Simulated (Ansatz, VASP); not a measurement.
Given: the input of a run of Ansatz 0.2.0 on Cu.

input.yaml

```yaml
crystal:
  lattice:
    - [1.21846369, -3.9763780104, 0.0]
    - [1.21846369, 3.9763780104, 0.0]
    - [0.0, 0.0, 2.4754955235]
  atoms:
    - { symbol: Cu, position: [0.86613335, 0.13386665, 0.75] }
    - { symbol: Cu, position: [0.13386665, 0.86613335, 0.25] }
hamiltonian:
  xc: pbesol
  pseudopotentials: { kind: paw }
kpoints:
  mp_grid: { grid: [9, 9, 9] }
scf:
  occupations: { method: fermi_dirac, width: 0.05 }
output:
  forces: true
  stress: true
  eigenvalues: true
```

Potentials or basis: Ansatz PAW.

Launch:

```console
$ ansatz run input.yaml --threads 2 --pin off --max-ram 5632MiB --backend cpu --events-out ev --progress --plain --runs-dir out
```

Set up the same calculation for VASP 6.6.1. Potentials there: VASP PAW PBE potentials, release 64 (Cu).

As run (the cutoff follows the program's own potentials):

The input INCAR:

```
SYSTEM = Cu
ALGO = Normal
EDIFF = 1E-7
ENCUT = 520
GGA = PS
ISIF = 2
ISMEAR = -1
LASPH = .TRUE.
LCHARG = .FALSE.
LREAL = .FALSE.
LWAVE = .FALSE.
NBANDS = 18
NELM = 100
PREC = Accurate
SIGMA = 0.05
```

The input KPOINTS:

```
k-points
0
G
  9 9 9
  0 0 0
```

POSCAR

```
Cu
1.0
    1.2184636900     -3.9763780104      0.0000000000
    1.2184636900      3.9763780104      0.0000000000
    0.0000000000      0.0000000000      2.4754955235
Cu
2
Direct
    0.8661333500      0.1338666500      0.7500000000
    0.1338666500      0.8661333500      0.2500000000
```

Potentials or basis: VASP PAW PBE potentials, release 64 (Cu).

Run with:

```bash
$ cat potpaw_PBE.64/Cu/POTCAR > POTCAR
$ mpirun -np 1 vasp_std > vasp.out
```

Both were run:

|  | VASP | Ansatz | Ansatz less VASP |
| --- | --- | --- | --- |
| gap on the k mesh at the Fermi level (eV) | none | none | - |
| pressure (GPa) | -0.9 | -1.5 | -0.62 |
| traceless stress, the component that is largest in VASP (GPa) | -1.04 | -1.07 | -0.034 |

VASP's potentials were made for PBE, not for PBEsol. A gap of «none» marks a metal or a gap that the smearing closes. VASP's potentials hold 22 valence electrons a cell and Ansatz's 38, so a difference there can come from the potentials and not from the codes.
